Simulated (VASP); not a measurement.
Here is a VASP 6.6.1 calculation.

INCAR

```
ALGO = Normal
EDIFF = 1E-6
ENCUT = 520
GGA = PE
ISIF = 2
ISMEAR = -1
LASPH = T
LCHARG = T
LELF = T
LREAL = Auto
LVHAR = T
LWAVE = F
NBANDS = 86
NELM = 80
PREC = Accurate
SIGMA = 0.3
```

File KPOINTS:

```
k-points
0
Gamma
  2 2 2
```

The input POSCAR:

```
WC
1.0
   -3.0337950000     -5.2546860000      0.0000000000
    4.5506920000     -2.6273430000      0.0000000000
    0.0000000000      0.0000000000      5.9366490000
W C
8 8
Direct
    0.7099186167      0.4729495096      0.0575240342
    0.7392215932      0.4865077165      0.5682667107
    0.4690889157     -0.0036215136      0.0331837035
    0.5082844586      0.0055663730      0.5402205857
    0.1968727477      0.5443505202      0.0658115378
    0.2371357853      0.5412410595      0.5732863776
    0.0009835319      0.0587787163      0.0694667985
    0.0223234053      0.0428560393      0.5269302598
    0.5552925753      0.7173071345      0.2755594949
    0.4797329075      0.6676152322      0.7882729803
    0.2244402252      0.1836216630      0.3084231525
    0.2875417025      0.1778064917      0.8112657494
    0.0074404648      0.6643984794      0.3299672930
    0.0129388129      0.6820619162      0.7920293081
    0.7679899078      0.2008318608      0.3073451033
    0.7745880179      0.1670825570      0.7851735887
```

Potentials or basis: VASP PAW PBE potentials, release 64 (W_sv, C).

Command:

```sh
$ cat potpaw_PBE.64/W_sv/POTCAR potpaw_PBE.64/C/POTCAR > POTCAR
$ mpirun -np 1 vasp_std > vasp.out
```

Problem. Predict the pressure.

Solution. -14.3 GPa.

Problem. Estimate the largest force.

Solution. 6.813 eV/Å.

Problem. Estimate the band gap on the k mesh.

Solution. Zero (band 72 reaches 9.97 eV, above the bottom of band 73 at 9.86 eV).

Stress tensor (GPa, compression positive):
```
-15.14   0.10  -2.39
  0.10 -13.65   0.87
 -2.39   0.87 -14.23
```

Caveat: the k points lie up to 0.60 Å⁻¹ apart; spin-orbit coupling is left out, which moves the levels of the heavy elements; forces of over 1 eV/Å act on the atoms, so gaps and moduli don't describe the material at rest.
